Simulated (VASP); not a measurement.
Ni, 1 atom in the cell. It takes space group Fm-3m (No. 225, cubic). The conventional cell has a = 3.476 Å, b = 3.476 Å, c = 3.476 Å, α = 90.00°, β = 90.00°, γ = 90.00°. Ni (site symmetry m-3m) has 12 Ni at 2.46 Å within 3.2 Å. 

| Property | Result |
| --- | --- |
| Program | VASP 6.6.1 |
| Task | single point |
| Functional | r2SCAN |
| Potentials or basis | VASP PAW PBE potentials, release 64 (Ni) |
| Cutoff | 520 eV |
| k mesh | 15 × 15 × 15 |
| Occupations | fermi-dirac, width 0.03 eV |
| Spin | collinear spin, ferromagnetic start |
| Starting moments | [0.807] μB |
| Dipole correction | no |
| Further INCAR settings | ALGO = Normal; EDIFF = 1e-06; NBANDS = 15 |

Potentials or basis: VASP PAW PBE potentials, release 64 (Ni).

Launch:

```sh
$ cat potpaw_PBE.64/Ni/POTCAR > POTCAR
$ cp INCAR.step1 INCAR
$ mpirun -np 1 vasp_std > vasp.out
$ cp INCAR.step2 INCAR
$ mpirun -np 1 vasp_std > vasp.out
```

Hardware: 1 thread of Intel(R) Xeon(R) Platinum 8488C (Sapphire Rapids), with other jobs on the host.

Task: How long does it take, and how much memory?

Result: Run time: 82 s on 1 thread of Intel(R) Xeon(R) Platinum 8488C (Sapphire Rapids) (shared host), peak memory 0.15 GiB. Counts: k points 120.
